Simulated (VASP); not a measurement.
Input of a VASP 6.6.1 run:

The input INCAR:

```
SYSTEM = NaHF2
PREC = Accurate ; ENCUT = 520
EDIFF = 1E-7 ; ISMEAR = -1
SIGMA = 0.1 ; LREAL = .FALSE.
LASPH = .TRUE. ; NELM = 60
ALGO = Normal ; ISIF = 2
LWAVE = .FALSE. ; LCHARG = .FALSE.
GGA = PS ; NBANDS = 19
```

The input KPOINTS:

```
Automatic mesh
0
G
  9 9 9
  0 0 0
```

Contents of POSCAR:

```
NaHF2
1.0
    1.1854260000     -3.2542660000      0.0000000000
    0.0000000000      1.8430320000     -2.9323560000
    3.8741610000      3.2542660000      0.0000000000
Na H F
1 1 2
Direct
    0.0000000000      0.0000000000      0.0000000000
    0.5000000000      0.5000000000      0.5000000000
    0.4100000000      0.5900000000      0.2300000000
    0.5900000000      0.4100000000      0.7700000000
```

Potentials or basis: VASP PAW PBE potentials, release 64 (Na_pv, H, F).

Run with:

```console
$ cat potpaw_PBE.64/Na_pv/POTCAR potpaw_PBE.64/H/POTCAR potpaw_PBE.64/F/POTCAR > POTCAR
$ mpirun -np 1 vasp_std > vasp.out
```

Task: Predict the band gap on the k mesh.

Result: 6.58 eV, indirect (least direct gap 6.87 eV).

Task: What does it give for the pressure?

Result: -4.3 GPa.

Stress tensor (GPa, compression positive):
```
-12.96  -5.21  -3.27
 -5.21  -0.57  -1.19
 -3.27  -1.19   0.58
```

Caveat: the PAW data sets were made with another functional, which shifts forces and pressure a little. A k mesh can miss the band edges.
